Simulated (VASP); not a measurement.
Runs of VASP 6.6.1 on Ti4Se. The structure is that of space group F-43m (No. 216), or close to it. The cells are those of the table. 

| task | spin | cell | k mesh | cutoff (eV) | gap on the mesh (eV) | pressure (GPa) | moment (μB) | relaxed volume (Å³/atom) | largest force (eV/Å) |
| --- | --- | --- | --- | --- | --- | --- | --- | --- | --- |
| single point | collinear, ferromagnetic start | a = 5.067 Å, angles 60.0°, 5 atoms | 4 × 4 × 4 | 520 | none | (b) | 0.00 | - | 1.99 |
| relaxation of cell and atoms | collinear, ferromagnetic start | relaxed from a = 5.067 Å, angles 60.0°, 5 atoms | 4 × 4 × 4 | 600 | none | 0.2 | 0.00 | 20.59 | 0.04 |
| single point | collinear, ferromagnetic start | a = 5.261 Å, angles 60.0°, 5 atoms | 4 × 4 × 4 | 520 | none | 0.1 | 0.00 | - | 0.01 |
| single point | off | a = 5.286 Å, angles 60.0°, 5 atoms | 10 × 10 × 10 | 520 | none | (a) | - | - | 0.01 |
| relaxation of cell and atoms | off | relaxed from a = 5.261 Å, angles 60.0°, 5 atoms | 10 × 10 × 10 | 600 | none | 0.0 | - | 20.86 | - |

Alike in all rows: level PBE; potentials or basis VASP PAW PBE potentials, release 64 (Ti_sv, Se); smearing gaussian 0.1 eV.

Problem. Estimate the missing entries.

Solution. (a) -0.1; (b) 9.3.

Caveats: some runs use coarse meshes; forces of over 1 eV/Å act on the atoms, so gaps and moduli don't describe the material at rest (some runs).

A k mesh can miss the band edges, and the runs leave out spin-orbit coupling on Se.

A gap of «none» marks levels without a gap at the run's occupations.
